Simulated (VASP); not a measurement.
# SnTe (F-43m) in VASP: elastic constants with PBEsol

Aim: the elastic constants of SnTe with PBEsol.

All numbers are computed with VASP 6.6.1; they aren't measurements. Logs are shortened: lines on timing, memory, paths and dates and some standing lists are left out, and cuts for length are marked.

## 1. The cell of the first run

Symmetry: F-43m, No. 216, cubic system. The conventional cell has a = 7.222 Å, b = 7.222 Å, c = 7.222 Å, α = 90.00°, β = 90.00°, γ = 90.00°. Within 4.1 Å of Sn (site symmetry -43m) lie 4 Te at 3.13 Å. Within 4.1 Å of Te (site symmetry -43m) lie 4 Sn at 3.13 Å.

## 2. Elastic constants, PBEsol

Contents of INCAR:

```
PREC = Accurate
ENCUT = 600
EDIFF = 1E-8
ISMEAR = 0
SIGMA = 0.01
LREAL = False
LASPH = True
NELM = 80
ALGO = Normal
ISIF = 3
LWAVE = False
LCHARG = True
GGA = PS
NBANDS = 17
IBRION = 6
NFREE = 2
POTIM = 0.015
NSW = 1
```

Contents of KPOINTS:

```
regular mesh
0
Gamma
  6 6 6
```

Contents of POSCAR:

```
SnTe
1.0
    0.0000000000      3.6111460000      3.6111460000
    3.6111460000      0.0000000000      3.6111460000
    3.6111460000      3.6111460000      0.0000000000
Sn Te
1 1
Direct
    0.0000000000      0.0000000000      0.0000000000
    0.7500000000      0.7500000000      0.7500000000
```

Potentials or basis: VASP PAW PBE potentials, release 64 (Sn_d, Te).

On the command line:

```console
> cat potpaw_PBE.64/Sn_d/POTCAR potpaw_PBE.64/Te/POTCAR > POTCAR
> mpirun -np 1 vasp_std > vasp.out
```

OUTCAR:

```text
PREC = Accurate
   ENCUT = 600
   EDIFF = 1E-8
   ISMEAR = 0
   LREAL = False
   LASPH = True
   NELM = 80
   ISIF = 3
   GGA = PS
   IBRION = 6
   NFREE = 2
   POTIM = 0.015
   NSW = 1

 ion  position               nearest neighbor table
   1  0.000  0.000  0.000-   2 3.13   2 3.13   2 3.13   2 3.13
   2  0.750  0.750  0.750-   1 3.13   1 3.13   1 3.13   1 3.13

  LATTYP: Found a face centered cubic cell.
 ALAT       =     7.2222920000

  Lattice vectors:

 A1 = (   0.0000000000,   3.6111460000,   3.6111460000)
 A2 = (   3.6111460000,   0.0000000000,   3.6111460000)
 A3 = (   3.6111460000,   3.6111460000,   0.0000000000)

Analysis of symmetry for initial positions (statically):
=====================================================================
 Subroutine PRICEL returns:
 Original cell was already a primitive cell.

 Routine SETGRP: Setting up the symmetry group for a
 face centered cubic supercell.

 Subroutine GETGRP returns: Found 24 space group operations
 (whereof 24 operations were pure point group operations)
 out of a pool of 48 trial point group operations.

The static configuration has the point symmetry T_d .

Analysis of symmetry for dynamics (positions and initial velocities):
=====================================================================
 Subroutine PRICEL returns:
 Original cell was already a primitive cell.

 Routine SETGRP: Setting up the symmetry group for a
 face centered cubic supercell.

 Subroutine GETGRP returns: Found 24 space group operations
 (whereof 24 operations were pure point group operations)
 out of a pool of 48 trial point group operations.

The dynamic configuration has the point symmetry T_d .

 Subroutine INISYM returns: Found 24 space group operations
 (whereof 24 operations are pure point group operations),
 and found     1 'primitive' translations

----------------------------------------------------------------------------------------

                                     Primitive cell

  volume of cell :      94.1814

  direct lattice vectors                    reciprocal lattice vectors
     0.000000000  3.611146000  3.611146000    -0.138460201  0.138460201  0.138460201
     3.611146000  0.000000000  3.611146000     0.138460201 -0.138460201  0.138460201
     3.611146000  3.611146000  0.000000000     0.138460201  0.138460201 -0.138460201

  length of vectors
     5.106931649  5.106931649  5.106931649     0.239820102  0.239820102  0.239820102

  position of ions in fractional coordinates (direct lattice)
     0.000000000  0.000000000  0.000000000
     0.750000000  0.750000000  0.750000000

  ion indices of the primitive-cell ions
   primitive index   ion index
                 1           1
                 2           2

----------------------------------------------------------------------------------------

 KPOINTS: regular mesh

Automatic generation of k-mesh.
 Grid dimensions read from file:
 generate k-points for:    6    6    6

 Generating k-lattice:

  Cartesian coordinates                     Fractional coordinates (reciprocal lattice)
    -0.023076700  0.023076700  0.023076700     0.166666667  0.000000000  0.000000000
     0.023076700 -0.023076700  0.023076700     0.000000000  0.166666667  0.000000000
     0.023076700  0.023076700 -0.023076700     0.000000000  0.000000000  0.166666667

  Length of vectors
     0.039970017  0.039970017  0.039970017

  Shift w.r.t. Gamma in fractional coordinates (k-lattice)
     0.000000000  0.000000000  0.000000000

 Subroutine IBZKPT returns following result:
 ===========================================

 Found     16 irreducible k-points:

 Following reciprocal coordinates:
            Coordinates               Weight
  0.000000  0.000000  0.000000      1.000000
  0.166667  0.000000  0.000000      8.000000
  0.333333  0.000000  0.000000      8.000000
  0.500000  0.000000  0.000000      4.000000
  0.166667  0.166667  0.000000      6.000000
  0.333333  0.166667  0.000000     24.000000
[... 8 lines left out ...]
 -0.333333  0.333333  0.166667     24.000000
 -0.333333  0.500000  0.166667     12.000000
   k-points           NKPTS =     16   k-points in BZ     NKDIM =     16   number of bands    NBANDS=     17
   number of dos      NEDOS =    301   number of ions     NIONS =      2
[... 31 lines left out ...]
   ISMEAR =     0;   SIGMA  =   0.01  broadening in eV -4-tet -1-fermi 0-gaus
   EFERMI_NEDOS =   21; number of points for ismear=-14 and -15
   IALGO  =     38    algorithm
   IMIX   =      4    mixing-type and parameters
     AMIX     =   0.40;   BMIX     =  1.00
     AMIX_MAG =   1.60;   BMIX_MAG =  1.00
  volume/ion in A,a.u.               =      47.09       317.78
  Fermi-wavevector in a.u.,A,eV,Ry     =   0.976704  1.845704 12.979296  0.953951
  Thomas-Fermi vector in A             =   2.107344
   LORBIT       =      0    0 simple, 1 ext, 2 COOP (PROOUT), +10 PAW based schemes
   GGA     = PS    functional components
   LHFCALC =     F    Hartree Fock is set to
   AEXX    =    0.0000 exact exchange contribution
   IVDW    =     0    specifies the selected vdW correction
   LEPSILON=     F    determine dielectric tensor
   LRPA    =     F    only Hartree local field effects (RPA)
 finite differences with symmetry
 non-spin polarized calculation
 Gauss-broadening in eV      SIGMA  =   0.01
  energy-cutoff  :      600.00
  volume of cell :       94.18
 maximum number of plane-waves:      3158
 NGX is ok and might be reduce to    42
   NGX = 21   NGY = 21   NGZ = 21

--------------------------------------- Ionic step        1  -------------------------------------------

 number of electron      20.0000000 magnetization

 Free energy of the ion-electron system (eV)
  ---------------------------------------------------
  ext. energy  EPLUGINS =         0.00000000
  ---------------------------------------------------
  free energy    TOTEN  =        -7.60219606 eV

  energy without entropy =       -7.60219606  energy(sigma->0) =       -7.60219606

------------------------ aborting loop because EDIFF is reached ----------------------------------------

  FORCE on cell =-STRESS in cart. coord.  units (eV):
  Direction    XX          YY          ZZ          XY          YZ          ZX
  --------------------------------------------------------------------------------------
  -------------------------------------------------------------------------------------
  Total       -0.7907432     -0.7907432     -0.7907432     -0.0000000      0.0000000     -0.0000000
  in kB      -13.4518161    -13.4518161    -13.4518161     -0.0000000      0.0000000     -0.0000000
  external PRESSURE =     -13.4518161 kB  Pullay stress =       0.0000000 kB
[... 89 lines left out ...]
  FREE ENERGIE OF THE ION-ELECTRON SYSTEM (eV)
  ---------------------------------------------------
  free  energy   TOTEN  =        -7.6124805149 eV

  energy  without entropy=       -7.6124805149  energy(sigma->0) =       -7.61248051

[... ionic steps 4 to 14 ...]

--------------------------------------- Ionic step       15  -------------------------------------------

 number of electron      20.0000000 magnetization

------------------------ aborting loop because EDIFF is reached ----------------------------------------
[... 67 lines left out ...]
--------------------------------------- Ionic step       17  -------------------------------------------

 number of electron      20.0000000 magnetization

 Free energy of the ion-electron system (eV)
  ---------------------------------------------------
  ext. energy  EPLUGINS =         0.00000000
  ---------------------------------------------------
  free energy    TOTEN  =        -7.60193945 eV

  energy without entropy =       -7.60193945  energy(sigma->0) =       -7.60193945

 E-fermi :   2.9405     XC(G=0):  -7.6260

 val. band max:        2.8759353911   @ k =  -0.3333   0.5000   0.1667
 cond. band min:       3.1031677977   @ k =   0.5000   0.5000   0.0000
 fundamental gap:      0.2272324067
 Fermi energy:         2.9405128016

 k-point     1 :       0.0000    0.0000    0.0000
  band No.  band energies     occupation
      1     -18.6602      2.00000
      2     -18.6597      2.00000
      3     -18.6590      2.00000
      4     -18.6503      2.00000
      5     -18.6502      2.00000
      6      -8.5046      2.00000
[... 457 lines left out ...]
      4     -18.6501      2.00000
      5     -18.6500      2.00000
      6      -7.9110      2.00000
[... 9 lines left out ...]
     16      10.0086      0.00000
     17      10.2043      0.00000

 [... further k-points ...]

------------------------ aborting loop because EDIFF is reached ----------------------------------------

  FORCE on cell =-STRESS in cart. coord.  units (eV):
  Direction    XX          YY          ZZ          XY          YZ          ZX
  --------------------------------------------------------------------------------------
  -------------------------------------------------------------------------------------
  Total       -0.7908640     -0.7903224     -0.7903224      0.0000000     -0.0475150      0.0000000
  in kB      -13.4538710    -13.4446581    -13.4446581      0.0000000     -0.8083059      0.0000000
  external PRESSURE =     -13.4477290 kB  Pullay stress =       0.0000000 kB
[... 17 lines left out ...]
  FREE ENERGIE OF THE ION-ELECTRON SYSTEM (eV)
  ---------------------------------------------------
  free  energy   TOTEN  =        -7.6019394536 eV

  energy  without entropy=       -7.6019394536  energy(sigma->0) =       -7.60193945

 INTERNAL STRAIN TENSORS FROM STRAINED CELLS
 ============================================

 INTERNAL STRAIN TENSOR FOR ION    1 for displacements in x,y,z  (eV/Angst):
          X           Y           Z          XY          YZ          ZX
  --------------------------------------------------------------------------------
  x    -0.00000    -0.00000     0.00000     0.00000    -3.16854    -0.00000
  y    -0.00000     0.00000     0.00000     0.00000     0.00000    -3.16864
  z    -0.00000    -0.00000     0.00000    -3.16886    -0.00000    -0.00000

 INTERNAL STRAIN TENSORS FROM DISPLACED ATOMS
 ============================================

 INTERNAL STRAIN TENSOR FOR ION    1 for displacements in x,y,z  (eV/Angst):
          X           Y           Z          XY          YZ          ZX
  --------------------------------------------------------------------------------
  x    -0.00000     0.00000     0.00000     0.00000    -3.16371     0.00000
  y    -0.00000     0.00000    -0.00000     0.00000     0.00000    -3.16371
  z     0.00000     0.00000    -0.00000    -3.16371     0.00000     0.00000

 INTERNAL STRAIN TENSOR FOR ION    2 for displacements in x,y,z  (eV/Angst):
          X           Y           Z          XY          YZ          ZX
  --------------------------------------------------------------------------------
  x     0.00000     0.00000     0.00000     0.00000     3.16845     0.00000
  y    -0.00000     0.00000    -0.00000     0.00000     0.00000     3.16845
  z     0.00000     0.00000     0.00000     3.16845     0.00000     0.00000

 Eigenvectors and eigenvalues of the dynamical matrix
 ----------------------------------------------------

   1 f  =    3.007539 THz    18.896926 2PiTHz  100.320709 cm-1    12.438177 meV
             X         Y         Z           dx          dy          dz
      0.000000  0.000000  0.000000    -0.000000    0.641630    0.325025
      5.416719  5.416719  5.416719    -0.000000   -0.619763   -0.313948
[... 21 lines left out ...]
   6 f/i=    0.002155 THz     0.013541 2PiTHz    0.071889 cm-1     0.008913 meV
             X         Y         Z           dx          dy          dz
      0.000000  0.000000  0.000000     0.346880   -0.491258   -0.347864
      5.416719  5.416719  5.416719     0.359118   -0.508591   -0.360138

--------------------------------------------------------------------------------------------------------

 ELASTIC MODULI CONTR FROM IONIC RELAXATION (kBar)
 Direction    XX          YY          ZZ          XY          YZ          ZX
 --------------------------------------------------------------------------------
 XX          -0.0000      0.0000      0.0000      0.0000     -0.0000     -0.0000
 YY           0.0000     -0.0000      0.0000      0.0000      0.0000      0.0000
 ZZ           0.0000      0.0000     -0.0000     -0.0000      0.0000     -0.0000
 XY           0.0000      0.0000     -0.0000    -74.9187      0.0000      0.0000
 YZ          -0.0000      0.0000      0.0000      0.0000    -74.9187      0.0000
 ZX          -0.0000      0.0000     -0.0000      0.0000      0.0000    -74.9187
 --------------------------------------------------------------------------------

 TOTAL ELASTIC MODULI (kBar)
 Direction    XX          YY          ZZ          XY          YZ          ZX
 --------------------------------------------------------------------------------
 XX         254.0932    222.8716    222.8716      0.0000     -0.0000     -0.0000
 YY         222.8716    254.0932    222.8716      0.0000      0.0000      0.0000
 ZZ         222.8716    222.8716    254.0932     -0.0000      0.0000     -0.0000
 XY           0.0000      0.0000     -0.0000    -78.3159      0.0000      0.0000
 YZ          -0.0000      0.0000      0.0000      0.0000    -78.3159      0.0000
 ZX          -0.0000      0.0000     -0.0000      0.0000      0.0000    -78.3159
 --------------------------------------------------------------------------------
```

Wall time 14 min (1 thread of AMD EPYC 9R14 (Zen 4), shared host); peak memory 0.41 GiB.

What came out:

```yaml
Elastic_constants_C11_C12_C44: 25, 22, -8 GPa
Voigt_bulk_modulus: 23 GPa
Highest_phonon_frequency_at_Γ_LO-TO_splitting_left_out: 100 cm⁻¹
```

Phonon frequencies in cm⁻¹ (negative: imaginary):
```tsv
q point	frequencies
(0.000, 0.000, 0.000)	0 0 0 100 100 100
```

Elastic tensor in Voigt notation (GPa, in the Cartesian axes of the cell as first typed):
```
25 22 22  0  0  0
22 25 22  0  0  0
22 22 25  0  0  0
 0  0  0 -8  0  0
 0  0  0  0 -8  0
 0  0  0  0  0 -8
```

Clamped-ion elastic tensor (GPa):
```
25 22 22  0  0  0
22 25 22  0  0  0
22 22 25  0  0  0
 0  0  0  0  0  0
 0  0  0  0  0  0
 0  0  0  0  0  0
```

Caveat: the cell is under stress, which shifts elastic constants; the elastic tensor has a negative eigenvalue, so either the cell is unstable as it stands or the mesh is too thin; the PAW data sets were made with another functional, which shifts forces and pressure a little; spin-orbit coupling is left out, which moves the levels of the heavy elements.
